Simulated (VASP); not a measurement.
## TiCo2: single point with PBEsol

The system is TiCo2.

```xyz
6
Lattice="0.0000 3.2763 3.1453 3.2763 0.0000 3.1453 3.2763 3.2763 0.0000" Properties=species:S:1:pos:R:3 pbc="T T T"
Ti    3.2763    3.2763    3.1453
Ti    4.9145    4.9145    4.7179
Co    0.8191    0.8191    0.7863
Co    0.8191    2.4572    2.3589
Co    2.4572    2.4572    0.7863
Co    2.4572    0.8191    2.3589
```

This cell differs from its parent crystal: strain +0.000 along x and y, -0.040 along z.

```yaml
Program: VASP 6.6.1
Task: single point
Functional: PBEsol
Potentials_or_basis: VASP PAW PBE potentials, release 64 (Ti_sv, Co)
Cutoff: 520 eV
k_mesh: 12 × 12 × 12
Occupations: gaussian, width 0.15 eV
Spin: no spin polarisation
```

```
Pressure               : 9.7 GPa
Band gap on the k mesh : zero (bands 30 and 31 overlap by 0.78 eV)
```

Stress tensor (GPa, compression positive):
```
 6.95  0.00  0.00
 0.00  6.95  0.00
 0.00  0.00 15.30
```

Levels at points of the mesh, in eV from the Fermi level:
| k point | band 28 | band 29 | band 30 | band 31 | band 32 | band 33 |
| --- | --- | --- | --- | --- | --- | --- |
| (0.00, 0.00, 0.00) | -0.68 | -0.64 | -0.53 | -0.53 | 0.86 | 0.86 |
| (0.50, 0.00, 0.00) | -0.44 | -0.36 | 0.10 | 0.14 | 0.58 | 0.60 |
| (0.50, 0.50, 0.00) | -0.72 | -0.65 | -0.65 | 0.02 | 0.02 | 1.02 |
| (0.50, 0.00, 0.50) | -0.57 | -0.54 | -0.54 | -0.04 | -0.04 | 0.94 |

It took 12 min on 1 thread of AMD EPYC 9R45 96-Core Processor (Zen 5), on a shared host, peak memory 0.44 GiB.

Caveat: the cell differs from its parent crystal (strain +0.000 along x and y, -0.040 along z); the stress differs along the axes, from 7 to 15 GPa; the PAW data sets were made with another functional, which shifts forces and pressure a little; the run has no spin polarisation, though such a crystal can be magnetic. Spin polarisation is off, so any magnetic state and its effect on volume and gap are missing.
